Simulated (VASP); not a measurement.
Wanted: the native input for a VASP 6.6.1 run.

```
Task                   : single point
Functional             : LDA
Potentials or basis    : VASP PAW LDA potentials, release 64 (K_sv, V_sv, F)
Cutoff                 : 520 eV
k mesh                 : 5 × 5 × 5
Occupations            : gaussian, width 0.05 eV
Spin                   : collinear spin, ferromagnetic start
Starting moments       : [0.0, 2.22, 0.03, 0.03, 0.03] μB
Hubbard terms          : V d U = 3.0 eV
Dipole correction      : no
Further INCAR settings : ALGO = Normal; EDIFF = 1e-07; NBANDS = 34
```

The structure of KVF3 lies in POSCAR:

```
KVF3
1.0
    4.1310003900      0.0000000000      0.0000000000
    0.0000000000      4.1310003900      0.0000000000
    0.0000000000      0.0000000000      4.1310003900
K V F
1 1 3
Direct
    0.0000000000      0.0000000000      0.0000000000
    0.5000000000      0.5000000000      0.5000000000
    0.5000000000      0.5000000000      0.0000000000
    0.0000000000      0.5000000000      0.5000000000
    0.5000000000      0.0000000000      0.5000000000
```

The input as run:

INCAR

```
SYSTEM = KVF3
ALGO = Normal
EDIFF = 1E-7
ENCUT = 520
GGA = CA
ISIF = 2
ISMEAR = 0
ISPIN = 2
LASPH = .True.
LCHARG = .False.
LDAU = .True.
LDAUJ = 0 0 0
LDAUL = -1 2 -1
LDAUPRINT = 1
LDAUTYPE = 2
LDAUU = 0 3 0
LMAXMIX = 4
LORBIT = 11
LREAL = .False.
LWAVE = .False.
MAGMOM = 0 2.22 0.03 0.03 0.03
NBANDS = 34
NELM = 150
PREC = Accurate
SIGMA = 0.05
```

KPOINTS

```
k-points
0
Gamma
  5 5 5
  0 0 0
```

Potentials or basis: VASP PAW LDA potentials, release 64 (K_sv, V_sv, F).

Launch:

```sh
$ cat potpaw_LDA.64/K_sv/POTCAR potpaw_LDA.64/V_sv/POTCAR potpaw_LDA.64/F/POTCAR > POTCAR
$ mpirun -np 1 vasp_std > vasp.out
```

Results of the run:

```json
{
 "Pressure": "-3.5 GPa",
 "Band gap on the k mesh": "1.48 eV, indirect (least direct gap 2.62 eV)",
 "Net moment": "3.00 μB per cell",
 "Site moments": "K +0.00; V +2.70; F +0.02 μB",
 "Valence electrons inside the program's atomic spheres": "K 7.53; V 11.40; F 6.08"
}
```

It took 20 s on 1 thread of Intel(R) Xeon(R) Platinum 8488C (Sapphire Rapids), with other jobs on the host, peak memory 0.18 GiB.
